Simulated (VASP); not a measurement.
Here is a VASP 6.6.1 calculation.

The input INCAR:

```
  PREC = Accurate
  ENCUT = 520
  EDIFF = 1E-6
  ISMEAR = -1
  SIGMA = 0.1
  LREAL = F
  LASPH = T
  NELM = 80
  ALGO = Normal
  ISIF = 2
  LWAVE = F
  LCHARG = F
  GGA = PE
  NBANDS = 11
```

File KPOINTS:

```
regular mesh
0
Gamma
  10 10 10
```

POSCAR

```
Ba
1.0
    0.0000000000      3.1792313933      3.1792313933
    3.1792313933      0.0000000000      3.1792313933
    3.1792313933      3.1792313933      0.0000000000
Ba
1
Direct
    0.0000000000      0.0000000000      0.0000000000
```

Potentials or basis: VASP PAW PBE potentials, release 64 (Ba_sv).

Launch:

```bash
$ cat potpaw_PBE.64/Ba_sv/POTCAR > POTCAR
$ mpirun -np 1 vasp_std > vasp.out
```

Problem. Estimate the band gap on the k mesh.

Solution. Zero (band 5 reaches 1.63 eV, above the bottom of band 6 at 1.46 eV).

Problem. Predict the pressure.

Solution. 0.1 GPa.

Caveat: spin-orbit coupling is left out, which moves the levels of the heavy elements.
